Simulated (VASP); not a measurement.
A run of VASP 6.6.1 is set up as follows.

Contents of INCAR:

```
SYSTEM = C
  ALGO = Normal
  EDIFF = 1E-6
  ENCUT = 520
  GGA = PE
  ISIF = 2
  ISMEAR = -1
  LASPH = .TRUE.
  LCHARG = .FALSE.
  LREAL = .FALSE.
  LWAVE = .FALSE.
  NBANDS = 11
  NELM = 60
  PREC = Accurate
  SIGMA = 0.02
```

File KPOINTS:

```
k-points
0
G
  10 10 10
  0 0 0
```

File POSCAR:

```
C
1.0
    0.0000000000      1.7833700000      1.7595917333
    1.7833700000      0.0000000000      1.7595917333
    1.7833700000      1.7833700000      0.0000000000
C
2
Direct
    0.0000000000      0.0000000000      0.0000000000
    0.2500000000      0.2500000000      0.2500000000
```

Potentials or basis: VASP PAW PBE potentials, release 64 (C).

Command:

```bash
$ cat potpaw_PBE.64/C/POTCAR > POTCAR
$ mpirun -np 1 vasp_std > vasp.out
```

Predict the band gap on the k mesh.

3.85 eV, indirect (least direct gap 5.38 eV).

Estimate the pressure.

8.6 GPa.

Stress tensor (GPa, compression positive):
```
 4.40  0.00  0.00
 0.00  4.40  0.00
 0.00  0.00 16.89
```

A k mesh can miss the band edges. Expect the measured gap to be larger: semilocal functionals such as PBE lack the derivative discontinuity.
